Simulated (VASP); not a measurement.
A run of VASP 6.6.1 is set up as follows.

INCAR

```
PREC = Accurate
ENCUT = 520
EDIFF = 1E-7
ISMEAR = 0
SIGMA = 0.1
LREAL = False
LASPH = True
NELM = 60
ALGO = Normal
ISIF = 2
LWAVE = False
LCHARG = False
LDIPOL = True
IDIPOL = 3
DIPOL = 0.5 0.5 0.326
GGA = PE
NBANDS = 18
```

The input KPOINTS:

```
Automatic mesh
0
Gamma
  9 4 1
```

POSCAR

```
Mg6F
1.0
    3.2034417932      0.0000000000      0.0000000000
   -1.6017208966      7.8153198520      0.0000000000
    0.0000000000      0.0000000000     20.9851131634
Mg F
6 1
Direct
    0.8493879956      0.6987759913      0.1906113143
    0.5210014932      0.0420029864      0.2197581863
    0.1926149907      0.3852299814      0.2489050583
    0.3710660944      0.7414803149      0.3283003664
    0.0426232582      0.0834482649      0.3542380799
    0.7128162912      0.4251093731      0.3805132287
    0.7128162912      0.6751093731      0.5582582792
```

Potentials or basis: VASP PAW PBE potentials, release 64 (Mg, F).

Run with:

```bash
$ cat potpaw_PBE.64/Mg/POTCAR potpaw_PBE.64/F/POTCAR > POTCAR
$ mpirun -np 1 vasp_std > vasp.out
```

Q: Predict the largest force.

A: 0.503 eV/Å.

Forces on the atoms (eV/Å):
```
Mg   0.001  0.032  0.119
Mg  -0.001 -0.049  0.035
Mg   0.000  0.028 -0.125
Mg   0.001  0.020  0.020
Mg  -0.001 -0.032  0.079
Mg  -0.004  0.083  0.367
F    0.005 -0.082 -0.496
```

Caveat: an odd number of electrons without spin polarisation forces a metal; a magnetic or distorted state may lie lower.
